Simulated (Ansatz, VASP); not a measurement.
Os in VASP and in Ansatz

```xyz
3
Lattice="4.3227 0.0000 0.0000 -2.1614 3.7436 0.0000 0.0000 0.0000 2.7220" Properties=species:S:1:pos:R:3 pbc="T T T"
Os    0.0000    0.0000    0.0000
Os    0.0000    2.4957    1.3610
Os    2.1614    1.2479    1.3610
```

Alike in both runs: functional PBE; k mesh 9 × 9 × 13; occupations fermi-dirac, width 0.1 eV; no spin polarisation.

Ansatz relaxed the structure, and its values are those at the end. VASP's run is a single point on that final structure, the one shown.

```csv
,VASP,Ansatz
version,VASP 6.6.1,Ansatz 0.2.0
potentials or method,"VASP PAW PBE potentials, release 64 (Os)","PAW with Ansatz's default frozen-core files, scalar-relativistic"
plane-wave cutoff (eV),520,420
valence electrons in the cell,24,48
```

Ansatz gave:

| Property | Result |
| --- | --- |
| pressure (GPa) | 0.0 |

Task: What did VASP give for the same quantities?

Result: Pressure (GPa): -0.2.

VASP's potentials hold 24 valence electrons a cell and Ansatz's 48, so a difference there can come from the potentials and not from the codes.

Spin-orbit coupling is off throughout.
